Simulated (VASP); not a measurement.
# MgO (P-6m2) in VASP: further runs, part 3 of 3

VASP 6.6.1. The steps go on from the part before.

## (4) Single point, RPBE

This run uses another cell than the first one, of 10.02 Å³/atom, 1.064 times its volume.

INCAR reads:

```
SYSTEM = MgO
ALGO = Normal ; EDIFF = 1E-6
ENCUT = 520 ; GGA = RP
ISIF = 2 ; ISMEAR = 0
LASPH = .True. ; LCHARG = .False.
LREAL = .False. ; LWAVE = .False.
NBANDS = 11 ; NELM = 100
PREC = Accurate ; SIGMA = 0.02
```

KPOINTS reads:

```
k-points
0
Gamma
  10 10 10
  0 0 0
```

POSCAR reads:

```
MgO
1.0
    2.9380209034      0.0000000000      0.0000000000
   -1.4690104517      2.5444007392      0.0000000000
    0.0000000000      0.0000000000      2.6796800000
Mg O
1 1
Direct
    0.0000000000      0.0000000000      0.0000000000
    0.3333333333      0.6666666667      0.5000000000
```

Potentials or basis: VASP PAW PBE potentials, release 64 (Mg, O).

Run with:

```sh
$ cat potpaw_PBE.64/Mg/POTCAR potpaw_PBE.64/O/POTCAR > POTCAR
$ mpirun -np 1 vasp_std > vasp.out
```

OUTCAR:

```text
SYSTEM = MgO
   EDIFF = 1E-6
   ENCUT = 520
   GGA = RP
   ISIF = 2
   ISMEAR = 0
   LASPH = .True.
   LREAL = .False.
   NELM = 100
   PREC = Accurate

 ion  position               nearest neighbor table
   1  0.000  0.000  0.000-   2 2.16   2 2.16   2 2.16   2 2.16   2 2.16   2 2.16
   2  0.333  0.667  0.500-   1 2.16   1 2.16   1 2.16   1 2.16   1 2.16   1 2.16

  LATTYP: Found a hexagonal cell.
 ALAT       =     2.9380209034
 C/A-ratio  =     0.9120697531

  Lattice vectors:

 A1 = (   2.9380209034,   0.0000000000,   0.0000000000)
 A2 = (  -1.4690104517,   2.5444007392,   0.0000000000)
[... 514 lines left out ...]
      7      17.0205      0.00000
      8      20.8703      0.00000
      9      21.5208      0.00000
     10      26.1560      0.00000
     11      27.4339      0.00000

 [... further k-points ...]
[... 5 lines left out ...]
  --------------------------------------------------------------------------------------
  -------------------------------------------------------------------------------------
  Total        0.4136836      0.4136836      0.4726839      0.0000000      0.0000000      0.0000000
  in kB       33.0868574     33.0868574     37.8057682      0.0000000      0.0000000      0.0000000
  external PRESSURE =      34.6598276 kB  Pullay stress =       0.0000000 kB

 VOLUME and BASIS-vectors are now :
 -----------------------------------------------------------------------------
  energy-cutoff  :      520.00
  volume of cell :       20.03
      direct lattice vectors                 reciprocal lattice vectors
     2.938020903  0.000000000  0.000000000     0.340365175  0.196509926  0.000000000
    -1.469010452  2.544400739  0.000000000     0.000000000  0.393019851  0.000000000
     0.000000000  0.000000000  2.679680000     0.000000000  0.000000000  0.373178887

 POSITION                                       TOTAL-FORCE (eV/Angst)
 -----------------------------------------------------------------------------------
      0.00000      0.00000      0.00000         0.000000     -0.000000      0.000000
     -0.00000      1.69627      1.33984        -0.000000      0.000000      0.000000
 -----------------------------------------------------------------------------------
    total drift:                                0.000000     -0.000000     -0.000000

  FREE ENERGIE OF THE ION-ELECTRON SYSTEM (eV)
  ---------------------------------------------------
  free  energy   TOTEN  =       -10.5706815373 eV

  energy  without entropy=      -10.5706815373  energy(sigma->0) =      -10.57068154
```

OSZICAR:

```text
N       E                     dE             d eps       ncg     rms          rms(c)
DAV:   1     0.150133337078E+02    0.15013E+02   -0.46242E+03  2120   0.641E+02
DAV:   2    -0.117032735073E+02   -0.26717E+02   -0.26244E+02  2132   0.133E+02
DAV:   3    -0.123171950395E+02   -0.61392E+00   -0.61354E+00  2196   0.179E+01
DAV:   4    -0.123187577912E+02   -0.15628E-02   -0.15627E-02  2034   0.105E+00
DAV:   5    -0.123187634245E+02   -0.56333E-05   -0.56333E-05  2196   0.614E-02    0.743E+00
DAV:   6    -0.106011935323E+02    0.17176E+01   -0.97452E+00  1875   0.168E+01    0.240E+00
DAV:   7    -0.105794841969E+02    0.21709E-01   -0.66866E-02  2019   0.229E+00    0.142E+00
DAV:   8    -0.105708866778E+02    0.85975E-02   -0.39534E-02  1905   0.219E+00    0.265E-01
DAV:   9    -0.105706268472E+02    0.25983E-03   -0.23589E-04  2196   0.112E-01    0.203E-01
DAV:  10    -0.105706725843E+02   -0.45737E-04   -0.11927E-03  1910   0.252E-01    0.107E-02
DAV:  11    -0.105706796944E+02   -0.71101E-05   -0.12888E-05  2153   0.281E-02    0.793E-03
DAV:  12    -0.105706813570E+02   -0.16625E-05   -0.36682E-06  1935   0.150E-02    0.195E-03
DAV:  13    -0.105706815373E+02   -0.18035E-06   -0.57392E-08  1038   0.212E-03
   1 F= -.10570682E+02 E0= -.10570682E+02  d E =-.400962E-30
```

Wall time 11 s (1 thread of Intel Xeon 6975P-C, shared host); peak memory 0.15 GiB.

What came out:

| Item | Value |
| --- | --- |
| Free energy | -10.5707 eV |
| Pressure | 3.5 GPa |
| Band gap on the k mesh | 3.10 eV, indirect (least direct gap 3.49 eV) |

Stress tensor (GPa, compression positive):
```
3.31 0.00 0.00
0.00 3.31 0.00
0.00 0.00 3.78
```

Levels at points of the mesh, in eV from the valence-band top:
| k point | band 1 | band 2 | band 3 | band 4 | band 5 | band 6 | band 7 | band 8 |
| --- | --- | --- | --- | --- | --- | --- | --- | --- |
| (0.00, 0.00, 0.00) | -17.51 | -0.60 | -0.60 | -0.39 | 3.10 | 11.98 | 15.71 | 15.71 |
| (0.50, 0.00, 0.00) | -16.49 | -4.83 | -1.30 | -0.04 | 6.71 | 10.67 | 13.19 | 17.98 |
| (0.00, 0.00, 0.50) | -16.45 | -5.30 | -0.09 | -0.09 | 8.38 | 9.13 | 17.68 | 17.68 |
| (0.50, 0.00, 0.50) | -15.75 | -3.69 | -3.33 | -0.82 | 5.96 | 11.53 | 14.14 | 14.99 |

Caveat: the PAW data sets were made with another functional, which shifts forces and pressure a little.

## (5) Single point, PBE

This run uses another cell than the first one, of 10.02 Å³/atom, 1.064 times its volume.

INCAR reads:

```
SYSTEM = MgO
ALGO = Normal
EDIFF = 1E-7
ENCUT = 520
GGA = PE
ISIF = 2
ISMEAR = 0
LASPH = .TRUE.
LCHARG = .FALSE.
LREAL = .FALSE.
LWAVE = .FALSE.
NBANDS = 11
NELM = 100
PREC = Accurate
SIGMA = 0.1
```

KPOINTS reads:

```
k-points
0
G
  10 10 10
  0 0 0
```

POSCAR is that of step 4.

Potentials or basis: VASP PAW PBE potentials, release 64 (Mg, O).

Run with:

```sh
$ cat potpaw_PBE.64/Mg/POTCAR potpaw_PBE.64/O/POTCAR > POTCAR
$ mpirun -np 1 vasp_std > vasp.out
```

OUTCAR:

```text
SYSTEM = MgO
   EDIFF = 1E-7
   ENCUT = 520
   GGA = PE
   ISIF = 2
   ISMEAR = 0
   LASPH = .TRUE.
   LREAL = .FALSE.
   NELM = 100
   PREC = Accurate

 ion  position               nearest neighbor table
   1  0.000  0.000  0.000-   2 2.16   2 2.16   2 2.16   2 2.16   2 2.16   2 2.16
   2  0.333  0.667  0.500-   1 2.16   1 2.16   1 2.16   1 2.16   1 2.16   1 2.16

  LATTYP: Found a hexagonal cell.
 ALAT       =     2.9380209034
 C/A-ratio  =     0.9120697531

  Lattice vectors:

 A1 = (   2.9380209034,   0.0000000000,   0.0000000000)
 A2 = (  -1.4690104517,   2.5444007392,   0.0000000000)
 A3 = (   0.0000000000,   0.0000000000,   2.6796800000)

Analysis of symmetry for initial positions (statically):
=====================================================================
 Subroutine PRICEL returns:
 Original cell was already a primitive cell.

 Routine SETGRP: Setting up the symmetry group for a
 hexagonal supercell.

 Subroutine GETGRP returns: Found 12 space group operations
 (whereof 12 operations were pure point group operations)
 out of a pool of 24 trial point group operations.

The static configuration has the point symmetry D_3h.

Analysis of symmetry for dynamics (positions and initial velocities):
[... 166 lines left out ...]

 k-point     1 :       0.0000    0.0000    0.0000
  band No.  band energies     occupation
      1     -14.1288      2.00000
      2       2.7017      2.00000
      3       2.7017      2.00000
      4       2.9027      2.00000
      5       6.3027      0.00000
      6      15.1726      0.00000
      7      18.8681      0.00000
      8      18.8681      0.00000
      9      23.1314      0.00000
     10      24.1782      0.00000
     11      25.7969      0.00000
[... 309 lines left out ...]
 k-point    24 :       0.4000    0.1000    0.1000
  band No.  band energies     occupation
      1     -13.0348      2.00000
      2      -1.2708      2.00000
      3       1.6811      2.00000
      4       2.8142      2.00000
      5      10.4032      0.00000
      6      13.7348      0.00000
      7      16.7494      0.00000
      8      20.5525      0.00000
      9      21.2114      0.00000
     10      25.8317      0.00000
     11      27.1093      0.00000

 [... further k-points ...]
[... 5 lines left out ...]
  --------------------------------------------------------------------------------------
  -------------------------------------------------------------------------------------
  Total       -0.0800413     -0.0800413     -0.0886178      0.0000000      0.0000000     -0.0000000
  in kB       -6.4017898     -6.4017898     -7.0877479      0.0000000      0.0000000     -0.0000000
  external PRESSURE =      -6.6304425 kB  Pullay stress =       0.0000000 kB

 VOLUME and BASIS-vectors are now :
 -----------------------------------------------------------------------------
  energy-cutoff  :      520.00
  volume of cell :       20.03
      direct lattice vectors                 reciprocal lattice vectors
     2.938020903  0.000000000  0.000000000     0.340365175  0.196509926  0.000000000
    -1.469010452  2.544400739  0.000000000     0.000000000  0.393019851  0.000000000
     0.000000000  0.000000000  2.679680000     0.000000000  0.000000000  0.373178887

 POSITION                                       TOTAL-FORCE (eV/Angst)
 -----------------------------------------------------------------------------------
      0.00000      0.00000      0.00000        -0.000000      0.000000      0.000000
     -0.00000      1.69627      1.33984         0.000000      0.000000      0.000000
 -----------------------------------------------------------------------------------
    total drift:                                0.000000     -0.000000     -0.000000

  FREE ENERGIE OF THE ION-ELECTRON SYSTEM (eV)
  ---------------------------------------------------
  free  energy   TOTEN  =       -11.2304305157 eV

  energy  without entropy=      -11.2304305157  energy(sigma->0) =      -11.23043052
```

It took 10 s on 1 thread of Intel Xeon 6975P-C, shared host; peak memory 0.15 GiB.

What came out:

```yaml
Free_energy: -11.2304 eV
Pressure: -0.7 GPa
Band_gap_on_the_k_mesh: 3.01 eV, indirect (least direct gap 3.40 eV)
```

## (6) Overview

| level | potentials or basis | cell | smearing | gap on the mesh (eV) | pressure (GPa) |
| --- | --- | --- | --- | --- | --- |
| LDA | VASP PAW LDA potentials, release 64 (Mg, O) | a = 2.878, b = 2.878, c = 2.625 Å, angles 90.0, 90.0, 120.0°, 2 atoms | gaussian 0.05 eV | 3.43 | -2.6 |
| LDA | VASP PAW LDA potentials, release 64 (Mg, O) | a = 2.898, b = 2.898, c = 2.643 Å, angles 90.0, 90.0, 120.0°, 2 atoms | gaussian 0.05 eV | 3.26 | -5.7 |
| RPBE | VASP PAW PBE potentials, release 64 (Mg, O) | a = 2.938, b = 2.938, c = 2.680 Å, angles 90.0, 90.0, 120.0°, 2 atoms | gaussian 0.02 eV | 3.10 | 3.5 |
| PBE | VASP PAW PBE potentials, release 64 (Mg, O) | a = 2.938, b = 2.938, c = 2.680 Å, angles 90.0, 90.0, 120.0°, 2 atoms | gaussian 0.1 eV | 3.01 | -0.7 |

Alike in all rows: task single point; no spin polarisation; k mesh 10 × 10 × 10; cutoff (eV) 520.

Caveats: the PAW data sets were made with another functional, which shifts forces and pressure a little (some runs).

Absolute energies hang on the potentials; compare differences alone.
